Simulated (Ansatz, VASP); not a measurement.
**Two plane-wave programs on PtS2**

The input INCAR:

```
SYSTEM = PtS2
PREC = Accurate
ENCUT = 520
EDIFF = 1E-6
ISMEAR = 0
SIGMA = 0.05
LREAL = .False.
LASPH = .True.
NELM = 80
ALGO = Normal
ISIF = 2
LWAVE = .False.
LCHARG = .True.
GGA = PS
LELF = .True.
LVHAR = .True.
NBANDS = 18
```

Contents of KPOINTS:

```
Automatic mesh
0
Gamma
  12 12 8
  0 0 0
```

Contents of POSCAR:

```
PtS2
1.0
    3.5431994758      0.0000000000      0.0000000000
   -1.7715997379      3.0685007567      0.0000000000
    0.0000000000      0.0000000000      5.0388000000
Pt S
1 2
Direct
    0.0000000000      0.0000000000      0.0000000000
    0.3170387309      0.6340774617      0.2500000000
    0.6666666667      0.3333333333      0.7500000000
```

Input for Ansatz:

```yaml
crystal:
  lattice:
    - [3.5431994758, 0.0, 0.0]
    - [-1.7715997379, 3.0685007567, 0.0]
    - [0.0, 0.0, 5.0388]
  atoms:
    - { symbol: Pt, position: [0.0, 0.0, 0.0] }
    - { symbol: S, position: [0.3170387309, 0.6340774617, 0.25] }
    - { symbol: S, position: [0.6666666667, 0.3333333333, 0.75] }
basis:
  ecutwfc: 420
kpoints:
  mp_grid: { grid: [12, 12, 8] }
hamiltonian:
  xc: pbesol
scf:
  occupations: { method: gaussian, width: 0.05 }
output:
  forces: true
  stress: true
  eigenvalues: true
```

Alike in both runs: task single point; functional PBEsol; k mesh 12 × 12 × 8; occupations gaussian, width 0.05 eV; no spin polarisation.

|  | VASP | Ansatz |
| --- | --- | --- |
| version | VASP 6.6.1 | Ansatz 0.2.0 |
| potentials or method | VASP PAW PBE potentials, release 64 (Pt, S), cutoff 520 eV | scalar-relativistic, plane waves, PAW |
| valence electrons in the cell | 22 | 30 |

VASP gave:

| Quantity | Value |
| --- | --- |
| gap on the k mesh at the Fermi level (eV) | 0.42 |
| least direct gap on the mesh (eV) | 0.66 |
| pressure (GPa) | -2.6 |
| traceless stress, the component that is largest in VASP (GPa) | 3.31 |
| rms of the force components (eV/Å) | 0.492 |

Which values does Ansatz return?

gap on the k mesh at the Fermi level (eV): 0.41; least direct gap on the mesh (eV): 0.65; pressure (GPa): -2.4; traceless stress, the component that is largest in VASP (GPa): 3.32; rms of the force components (eV/Å): 0.486.

VASP's potentials were made for PBE, not for PBEsol. Atom by atom the forces differ by 0.012 eV/Å (rms over components). With one functional, cell and mesh, what is left measures potentials, basis and numerics. VASP's potentials hold 22 valence electrons a cell and Ansatz's 30, so a difference there can come from the potentials and not from the codes.

Spin-orbit coupling is off throughout.
